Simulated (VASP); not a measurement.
Set up this calculation in VASP 6.6.1, as the native input.

* Task: single point
* Functional: PBEsol
* Potentials or basis: VASP PAW PBE potentials, release 64 (Pd)
* Cutoff: 500 eV
* k mesh: 10 × 10 × 10
* Occupations: fermi-dirac, width 0.05 eV
* Spin: no spin polarisation
* Dipole correction: no
* Further INCAR settings: ALGO = Normal; EDIFF = 1e-06; NBANDS = 11

The structure of Pd lies in POSCAR:

```
Pd
1.0
    0.0000000000      1.8978021316      1.8978021316
    1.8978021316      0.0000000000      1.8978021316
    1.8978021316      1.8978021316      0.0000000000
Pd
1
Direct
    0.0000000000      0.0000000000      0.0000000000
```

The input as run:

INCAR

```
ALGO = Normal
EDIFF = 1E-6
ENCUT = 500
GGA = PS
GGA_COMPAT = False
ISIF = 2
ISMEAR = -1
LASPH = True
LCHARG = False
LREAL = False
LWAVE = False
NBANDS = 11
NELM = 120
PREC = Accurate
SIGMA = 0.05
```

KPOINTS

```
k-points
0
Gamma
  10 10 10
```

Potentials or basis: VASP PAW PBE potentials, release 64 (Pd).

Run with:

```console
$ cat potpaw_PBE.64/Pd/POTCAR > POTCAR
$ mpirun -np 1 vasp_std > vasp.out
```

It gave:

```
Pressure               : 14.7 GPa
Band gap on the k mesh : zero (bands 5 and 6 overlap by 1.79 eV)
```

Caveat: the cell stands under pressure; the PAW data sets were made with another functional, which shifts forces and pressure a little.

Wall time 14 s on 1 thread of Intel Xeon 8259CL, with other jobs on the host, peak memory 0.12 GiB.
